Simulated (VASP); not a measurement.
Here is a VASP 6.6.1 calculation.

INCAR

```
PREC = Accurate
ENCUT = 520
EDIFF = 1E-8
ISMEAR = -1
SIGMA = 0.03
LREAL = F
LASPH = T
NELM = 80
ALGO = Normal
ISIF = 2
LWAVE = F
LCHARG = F
GGA = PS
LEFG = T
NBANDS = 12
```

The input KPOINTS:

```
Automatic mesh
0
Gamma
  17 17 17
```

POSCAR

```
Cu
1.0
    0.0000000000      1.8135050275      1.8135050275
    1.8135050275      0.0000000000      1.8135050275
    1.8135050275      1.8135050275      0.0000000000
Cu
1
Direct
    0.0000000000      0.0000000000      0.0000000000
```

Potentials or basis: VASP PAW PBE potentials, release 64 (Cu).

The run is started by

```console
$ cat potpaw_PBE.64/Cu/POTCAR > POTCAR
$ mpirun -np 1 vasp_std > vasp.out
```

(1) Predict the pressure.

Results:

(1) -7.3 GPa.

Caveat: without QUAD_EFG the Cq values of the log hold for a quadrupole moment of 1 mb, not for the nuclei; the PAW data sets were made with another functional, which shifts forces and pressure a little.
